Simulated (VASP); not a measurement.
# Mg3Sb2 (P-3m1) in VASP: notebook

Runs on Mg3Sb2. Level: PBE. Tasks: single point.

Program: VASP 6.6.1. These are calculated values, not measurements. Logs are shortened: lines on timing, memory, paths and dates and some standing lists are left out, and cuts for length are marked.

### Step 1. The cell of the first run

The structure is trigonal, space group P-3m1 (No. 164). Conventional cell: a = 4.318 Å, b = 4.318 Å, c = 7.519 Å, α = 90.00°, β = 90.00°, γ = 120.00°. Mg (site symmetry 3m) has 4 Sb at 2.75 to 3.01 Å and 3 Mg at 3.10 Å within 3.6 Å. Within 4.0 Å of Mg (site symmetry -3m) lie 6 Sb at 3.01 Å and 6 Mg at 3.78 Å. Within 3.6 Å of Sb (site symmetry 3m) lie 7 Mg at 2.75 to 3.01 Å.

### Step 2. Single point, PBE (biaxial strain in the a-b plane: -6.0 %, then relaxed in part)

Input file INCAR:

```
SYSTEM = Mg3Sb2
  ALGO = Normal
  EDIFF = 1E-6
  ENCUT = 600
  GGA = PE
  GGA_COMPAT = .FALSE.
  ISIF = 2
  ISMEAR = 0
  LASPH = .TRUE.
  LCHARG = .FALSE.
  LREAL = .FALSE.
  LWAVE = .FALSE.
  NBANDS = 16
  NELM = 120
  PREC = Accurate
  SIGMA = 0.01
```

Input file KPOINTS:

```
k-points
0
G
  12 12 6
  0 0 0
```

Input file POSCAR:

```
Mg3Sb2
1.0
    4.3182350342      0.0000000000      0.0000000000
   -2.1591175171      3.7397012391      0.0000000000
    0.0000000000      0.0000000000      7.5190801072
Mg Sb
3 2
Direct
    0.3333333333      0.6666666667      0.6229829789
    0.6666666667      0.3333333333      0.3770170211
    0.0000000000      0.0000000000      0.0000000000
    0.3333333333      0.6666666667      0.2231379440
    0.6666666667      0.3333333333      0.7768620560
```

Potentials or basis: VASP PAW PBE potentials, release 64 (Mg, Sb).

Run with:

```console
$ cat potpaw_PBE.64/Mg/POTCAR potpaw_PBE.64/Sb/POTCAR > POTCAR
$ mpirun -np 1 vasp_std > vasp.out
```

OUTCAR:

```text
SYSTEM = Mg3Sb2
   EDIFF = 1E-6
   ENCUT = 600
   GGA = PE
   ISIF = 2
   ISMEAR = 0
   LASPH = .TRUE.
   LREAL = .FALSE.
   NELM = 120
   PREC = Accurate

 ion  position               nearest neighbor table
   1  0.333  0.667  0.623-   5 2.75   5 2.75   5 2.75   4 3.01   2 3.10   2 3.10   2 3.10
   2  0.667  0.333  0.377-   4 2.75   4 2.75   4 2.75   5 3.01   1 3.10   1 3.10   1 3.10
   3  0.000  0.000  0.000-   4 3.01   5 3.01   4 3.01   5 3.01   5 3.01   4 3.01
   4  0.333  0.667  0.223-   2 2.75   2 2.75   2 2.75   3 3.01   3 3.01   3 3.01   1 3.01
   5  0.667  0.333  0.777-   1 2.75   1 2.75   1 2.75   3 3.01   3 3.01   3 3.01   2 3.01

  LATTYP: Found a hexagonal cell.
 ALAT       =     4.3182350342
 C/A-ratio  =     1.7412391979

  Lattice vectors:

 A1 = (   4.3182350342,   0.0000000000,   0.0000000000)
 A2 = (  -2.1591175171,   3.7397012391,   0.0000000000)
 A3 = (   0.0000000000,   0.0000000000,   7.5190801072)

Analysis of symmetry for initial positions (statically):
=====================================================================
 Subroutine PRICEL returns:
 Original cell was already a primitive cell.

 Routine SETGRP: Setting up the symmetry group for a
 hexagonal supercell.

 Subroutine GETGRP returns: Found 12 space group operations
 (whereof 12 operations were pure point group operations)
 out of a pool of 24 trial point group operations.

The static configuration has the point symmetry D_3d.

Analysis of symmetry for dynamics (positions and initial velocities):
=====================================================================
 Subroutine PRICEL returns:
 Original cell was already a primitive cell.

 Routine SETGRP: Setting up the symmetry group for a
 hexagonal supercell.

 Subroutine GETGRP returns: Found 12 space group operations
 (whereof 12 operations were pure point group operations)
 out of a pool of 24 trial point group operations.

The dynamic configuration has the point symmetry D_3d.

 Subroutine INISYM returns: Found 12 space group operations
 (whereof 12 operations are pure point group operations),
 and found     1 'primitive' translations

----------------------------------------------------------------------------------------

                                     Primitive cell

  volume of cell :     121.4249

  direct lattice vectors                    reciprocal lattice vectors
     4.318235034  0.000000000  0.000000000     0.231576093  0.133700520  0.000000000
    -2.159117517  3.739701239  0.000000000     0.000000000  0.267401040  0.000000000
     0.000000000  0.000000000  7.519080107     0.000000000  0.000000000  0.132994992

  length of vectors
     4.318235034  4.318235034  7.519080107     0.267401040  0.267401040  0.132994992

  position of ions in fractional coordinates (direct lattice)
     0.333333333  0.666666667  0.622982979
     0.666666667  0.333333333  0.377017021
     0.000000000  0.000000000  0.000000000
     0.333333333  0.666666667  0.223137944
     0.666666667  0.333333333  0.776862056

  ion indices of the primitive-cell ions
   primitive index   ion index
                 1           1
                 2           2
                 3           3
                 4           4
                 5           5

----------------------------------------------------------------------------------------

 KPOINTS: k-points

Automatic generation of k-mesh.
 Grid dimensions read from file:
 generate k-points for:   12   12    6

 Generating k-lattice:

  Cartesian coordinates                     Fractional coordinates (reciprocal lattice)
     0.019298008  0.011141710  0.000000000     0.083333333  0.000000000  0.000000000
     0.000000000  0.022283420  0.000000000     0.000000000  0.083333333  0.000000000
     0.000000000  0.000000000  0.022165832     0.000000000  0.000000000  0.166666667

  Length of vectors
     0.022283420  0.022283420  0.022165832

  Shift w.r.t. Gamma in fractional coordinates (k-lattice)
     0.000000000  0.000000000  0.000000000

 Subroutine IBZKPT returns following result:
 ===========================================

 Found    100 irreducible k-points:

 Following reciprocal coordinates:
            Coordinates               Weight
  0.000000  0.000000  0.000000      1.000000
  0.083333  0.000000  0.000000      6.000000
  0.166667  0.000000  0.000000      6.000000
  0.250000  0.000000  0.000000      6.000000
  0.333333  0.000000  0.000000      6.000000
  0.416667  0.000000  0.000000      6.000000
[... 16 lines left out ...]
  0.166667  0.000000  0.166667      6.000000
  0.000000  0.166667  0.166667      6.000000
 [... further k-points ...]
   k-points           NKPTS =    100   k-points in BZ     NKDIM =    100   number of bands    NBANDS=     16
   number of dos      NEDOS =    301   number of ions     NIONS =      5
   total plane-waves  NPLWV =  77760
   dimension x,y,z NGX =    36 NGY =   36 NGZ =   60
   dimension x,y,z NGXF=    72 NGYF=   72 NGZF=  120
   ions per type =               3   2
   NGX,Y,Z   is equivalent  to a cutoff of  13.86, 13.86, 13.27 a.u.
   NGXF,Y,Z  is equivalent  to a cutoff of  27.72, 27.72, 26.53 a.u.
 SYSTEM =  Mg3Sb2
   PREC   = accura    normal or accurate (medium, high low for compatibility)
   ISTART =      0    job   : 0-new  1-cont  2-samecut
   ICHARG =      2    charge: 1-file 2-atom 10-const
   ISPIN  =      1    spin polarized calculation?
   LNONCOLLINEAR =      F non collinear calculations
   LSORBIT =      F    spin-orbit coupling
   LASPH  =      T    aspherical Exc in radial PAW
   ENCUT  =  600.0 eV  44.10 Ry    6.64 a.u.   8.62  8.62 15.02*2*pi/ulx,y,z
   NELM   =    120;   NELMIN=  2; NELMDL= -5     # of ELM steps
   EDIFF  = 0.1E-05   stopping-criterion for ELM
   LREAL  =      F    real-space projection
   EDIFFG = 0.1E-04   stopping-criterion for IOM
   NSW    =      0    number of steps for IOM
   IBRION =     -1    ionic relax: 0-MD 1-quasi-New 2-CG
   NFREE  =      0    steps in history (QN), initial steepest desc. (CG)
   ISIF   =      2    stress and relaxation
   ISYM   =      2    0-nonsym 1-usesym 2-fastsym
   POTIM  = 0.5000    time-step for ionic-motion
   TEBEG  =    0.0;   TEEND  =   0.0 temperature during run
   PSTRESS=    0.0 pullay stress
   NELECT =      16.0000    total number of electrons
   NUPDOWN=      -1.0000    fix difference up-down
   EMIN   =  10.00;   EMAX   =-10.00  energy-range for DOS
   EFERMI =   0.00;   METHOD = LEGACY
   ISMEAR =     0;   SIGMA  =   0.01  broadening in eV -4-tet -1-fermi 0-gaus
   EFERMI_NEDOS =   21; number of points for ismear=-14 and -15
   IALGO  =     38    algorithm
   IMIX   =      4    mixing-type and parameters
     AMIX     =   0.40;   BMIX     =  1.00
     AMIX_MAG =   1.60;   BMIX_MAG =  1.00
  volume/ion in A,a.u.               =      24.28       163.88
  Fermi-wavevector in a.u.,A,eV,Ry     =   0.833065  1.574264  9.442405  0.693997
  Thomas-Fermi vector in A             =   1.946226
   LORBIT       =      0    0 simple, 1 ext, 2 COOP (PROOUT), +10 PAW based schemes
   GGA     = PE    functional components
   LHFCALC =     F    Hartree Fock is set to
   AEXX    =    0.0000 exact exchange contribution
   IVDW    =     0    specifies the selected vdW correction
   LEPSILON=     F    determine dielectric tensor
   LRPA    =     F    only Hartree local field effects (RPA)
 non-spin polarized calculation
 Gauss-broadening in eV      SIGMA  =   0.01
  energy-cutoff  :      600.00
  volume of cell :      121.42
 maximum number of plane-waves:      4081
 NGX is ok and might be reduce to    36
   NGX = 17   NGY = 17   NGZ = 31

 number of electron      16.0000000 magnetization

 Free energy of the ion-electron system (eV)
  ---------------------------------------------------
  ext. energy  EPLUGINS =         0.00000000
  ---------------------------------------------------
  free energy    TOTEN  =       -14.30410716 eV

  energy without entropy =      -14.30409117  energy(sigma->0) =      -14.30409917

 E-fermi :   5.0307     XC(G=0):  -9.0845

 val. band max:        5.0235602821   @ k =   0.0000   0.0000   0.0000
 cond. band min:       5.0378325103   @ k =   0.3333   0.3333   0.0000
 fundamental gap:      0.0142722282
 Fermi energy:         5.0307342124

 k-point     1 :       0.0000    0.0000    0.0000
  band No.  band energies     occupation
      1      -5.5798      2.00000
      2      -4.3934      2.00000
      3      -0.4276      2.00000
      4       4.4067      2.00000
      5       4.4067      2.00000
      6       4.5412      2.00000
[... 8 lines left out ...]
     15       9.4943      0.00000
     16      10.4609      0.00000

 k-point     2 :       0.0833    0.0000    0.0000
  band No.  band energies     occupation
      1      -5.5218      2.00000
      2      -4.3508      2.00000
      3      -0.3583      2.00000
      4       3.8418      2.00000
      5       4.2340      2.00000
      6       4.4861      2.00000
[... 8 lines left out ...]
     15       9.4335      0.00000
     16       9.8749      0.00000

 k-point     3 :       0.1667    0.0000    0.0000
  band No.  band energies     occupation
      1      -5.3519      2.00000
      2      -4.2309      2.00000
      3      -0.1523      2.00000
      4       2.7917      2.00000
      5       3.5567      2.00000
      6       3.8846      2.00000
[... 8 lines left out ...]
     15       9.6113      0.00000
     16      10.0842      0.00000
[... 362 lines left out ...]
 k-point    23 :       0.1667    0.0000    0.1667
  band No.  band energies     occupation
      1      -5.2994      2.00000
      2      -4.3367      2.00000
      3       0.0774      2.00000
      4       2.8245      2.00000
      5       3.2466      2.00000
      6       3.9230      2.00000
[... 8 lines left out ...]
     15       9.9123      0.00000
     16      10.0692      0.00000

 k-point    24 :       0.0000    0.1667    0.1667
  band No.  band energies     occupation
      1      -5.3000      2.00000
      2      -4.3354      2.00000
      3       0.0685      2.00000
      4       2.8412      2.00000
      5       3.2873      2.00000
      6       3.9457      2.00000
[... 8 lines left out ...]
     15       9.4825      0.00000
     16      10.3432      0.00000

 [... further k-points ...]

------------------------ aborting loop because EDIFF is reached ----------------------------------------

  FORCE on cell =-STRESS in cart. coord.  units (eV):
  Direction    XX          YY          ZZ          XY          YZ          ZX
  --------------------------------------------------------------------------------------
  -------------------------------------------------------------------------------------
  Total        5.7674355      5.7674355      0.0629216      0.0000000      0.0000000      0.0000000
  in kB       76.1001357     76.1001357      0.8302383      0.0000000      0.0000000      0.0000000
  external PRESSURE =      51.0101699 kB  Pullay stress =       0.0000000 kB

 VOLUME and BASIS-vectors are now :
 -----------------------------------------------------------------------------
  energy-cutoff  :      600.00
  volume of cell :      121.42
      direct lattice vectors                 reciprocal lattice vectors
     4.318235034  0.000000000  0.000000000     0.231576093  0.133700520  0.000000000
    -2.159117517  3.739701239  0.000000000     0.000000000  0.267401040  0.000000000
     0.000000000  0.000000000  7.519080107     0.000000000  0.000000000  0.132994992

 POSITION                                       TOTAL-FORCE (eV/Angst)
 -----------------------------------------------------------------------------------
     -0.00000      2.49313      4.68426         0.000000     -0.000000     -0.015954
      2.15912      1.24657      2.83482         0.000000      0.000000      0.015954
      0.00000      0.00000      0.00000         0.000000      0.000000      0.000000
     -0.00000      2.49313      1.67779        -0.000000      0.000000     -0.025356
      2.15912      1.24657      5.84129         0.000000     -0.000000      0.025356
 -----------------------------------------------------------------------------------
    total drift:                                0.000000     -0.000000     -0.000000

  FREE ENERGIE OF THE ION-ELECTRON SYSTEM (eV)
  ---------------------------------------------------
  free  energy   TOTEN  =       -14.3041071567 eV

  energy  without entropy=      -14.3040911735  energy(sigma->0) =      -14.30409917
```

Wall time 5 min (1 thread of Oxide Virtual Turin-like, shared host); peak memory 0.39 GiB.

Results:

- Free energy: -14.3041 eV
- Pressure: 5.1 GPa
- Largest force: 0.025 eV/Å
- Band gap on the k mesh: 0.01 eV (least direct gap 1.26 eV)

Forces in eV/Å, atoms in the order of the input:
```
Mg   0.000  0.000 -0.016
Mg   0.000  0.000  0.016
Mg   0.000  0.000  0.000
Sb   0.000  0.000 -0.025
Sb   0.000  0.000  0.025
```

Stress tensor (GPa, compression positive):
```
7.61 0.00 0.00
0.00 7.61 0.00
0.00 0.00 0.08
```

Caveat: the cell differs from its parent crystal (biaxial strain in the a-b plane: -6.0 %, then relaxed in part); the stress differs along the axes, from 0 to 8 GPa; semilocal functionals underestimate gaps, and a narrow one can read as zero; spin-orbit coupling is left out, which moves the levels of the heavy elements.

[end of part 1 of 2]
